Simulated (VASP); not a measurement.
Set up this calculation in VASP 6.6.1, as the native input.

- Task: single point
- Functional: PBE
- Potentials or basis: VASP PAW PBE potentials, release 64 (Hf_pv, Si, O)
- Cutoff: 520 eV
- k mesh: 6 × 6 × 6
- Occupations: gaussian, width 0.02 eV
- Spin: no spin polarisation
- Dipole correction: no
- Further INCAR settings: ALGO = Normal; EDIFF = 1e-07; NBANDS = 50

The structure of HfSiO4 lies in POSCAR:

```
HfSiO4
1.0
   -3.2619484603      3.2619484603      2.9616226129
    3.2619484603     -3.2619484603      2.9616226129
    3.2619484603      3.2619484603     -2.9616226129
Hf Si O
2 2 8
Direct
    0.0000000000      0.0000000000      0.0000000000
    0.7500000000      0.2500000000      0.5000000000
    0.2500000000      0.7500000000      0.5000000000
    0.5000000000      0.5000000000      0.0000000000
    0.1334722349      0.3194348886      0.8140373464
    0.0694348886      0.7553975422      0.6859626536
    0.0694348886      0.3834722349      0.3140373464
    0.5053975422      0.3194348886      0.1859626536
    0.6805651114      0.4946024578      0.8140373464
    0.6165277651      0.9305651114      0.6859626536
    0.2446024578      0.9305651114      0.3140373464
    0.6805651114      0.8665277651      0.1859626536
```

This cell differs from its parent crystal: strained cell.

One way to write it, as run:

INCAR

```
SYSTEM = HfSiO4
PREC     = Accurate       ! precision mode
ENCUT    = 520            ! plane-wave cutoff, eV
EDIFF    = 1E-7           ! SCF threshold, eV
ISMEAR   = 0              ! smearing method
SIGMA    = 0.02           ! smearing width, eV
LREAL    = .False.        ! projectors in reciprocal space
LASPH    = .True.         ! aspherical terms in the spheres
NELM     = 60             ! most SCF steps
ALGO     = Normal         ! electronic algorithm
ISIF     = 2              ! what is computed and relaxed
LWAVE    = .False.        ! write WAVECAR
LCHARG   = .False.        ! write CHGCAR
GGA      = PE             ! functional
NBANDS   = 50             ! bands
```

KPOINTS

```
Automatic mesh
0
Gamma
  6 6 6
  0 0 0
```

Potentials or basis: VASP PAW PBE potentials, release 64 (Hf_pv, Si, O).

Launch:

```console
$ cat potpaw_PBE.64/Hf_pv/POTCAR potpaw_PBE.64/Si/POTCAR potpaw_PBE.64/O/POTCAR > POTCAR
$ mpirun -np 1 vasp_std > vasp.out
```

Results of the run:

```yaml
Pressure: 10.8 GPa
Largest_force: 0.196 eV/Å
Band_gap_on_the_k_mesh: 5.55 eV (least direct gap 5.93 eV)
```

Caveat: the cell differs from its parent crystal (strained cell); the cell stands under pressure; spin-orbit coupling is left out, which moves the levels of the heavy elements.

Wall time 5.8 min on 1 thread of AMD EPYC 7R13, with other jobs on the host, peak memory 0.31 GiB.
